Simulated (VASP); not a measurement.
Wanted: the native input for a VASP 6.6.1 run.

* Task: single point
* Functional: PBE
* Potentials or basis: VASP PAW PBE potentials, release 64 (Ga_d, Sb, As)
* Cutoff: 520 eV
* k mesh: 6 × 6 × 6
* Occupations: gaussian, width 0.1 eV
* Spin: no spin polarisation
* Dipole correction: no
* Further INCAR settings: ALGO = Normal; EDIFF = 1e-07; NBANDS = 46

The structure of Ga4Sb3As lies in POSCAR:

```
Ga4Sb3As
1.0
    6.0994021000      0.0000000000      0.0000000000
    0.0000000000      6.0994021000      0.0000000000
    0.0000000000      0.0000000000      6.0994021000
Ga Sb As
4 3 1
Direct
    0.7587980000      0.7587980000      0.7587980000
    0.7587980000      0.2412020000      0.2412020000
    0.2412020000      0.7587980000      0.2412020000
    0.2412020000      0.2412020000      0.7587980000
    0.5000000000      0.5000000000      0.0000000000
    0.5000000000      0.0000000000      0.5000000000
    0.0000000000      0.5000000000      0.5000000000
    0.0000000000      0.0000000000      0.0000000000
```

One way to write it, as run:

INCAR

```
ALGO     = Normal         # electronic algorithm
EDIFF    = 1E-7           # SCF threshold, eV
ENCUT    = 520            # plane-wave cutoff, eV
GGA      = PE             # functional
ISIF     = 2              # what is computed and relaxed
ISMEAR   = 0              # smearing method
LASPH    = T              # aspherical terms in the spheres
LCHARG   = F              # write CHGCAR
LREAL    = F              # projectors in reciprocal space
LWAVE    = F              # write WAVECAR
NBANDS   = 46             # bands
NELM     = 80             # most SCF steps
PREC     = Accurate       # precision mode
SIGMA    = 0.1            # smearing width, eV
```

KPOINTS

```
k-points
0
Gamma
  6 6 6
```

Potentials or basis: VASP PAW PBE potentials, release 64 (Ga_d, Sb, As).

Command:

```bash
$ cat potpaw_PBE.64/Ga_d/POTCAR potpaw_PBE.64/Sb/POTCAR potpaw_PBE.64/As/POTCAR > POTCAR
$ mpirun -np 1 vasp_std > vasp.out
```

It gave:

| Property | Result |
| --- | --- |
| Pressure | 0.1 GPa |
| Largest force | 0.006 eV/Å |
| Band gap on the k mesh | zero (bands 36 and 37 overlap by 0.19 eV) |

Caveat: semilocal functionals underestimate gaps, so a narrow gap can read as zero; spin-orbit coupling is left out, which moves the levels of the heavy elements.

Wall time 4.1 min on 1 thread of Intel(R) Xeon(R) Platinum 8559C (Emerald Rapids) (shared host), peak memory 0.43 GiB.
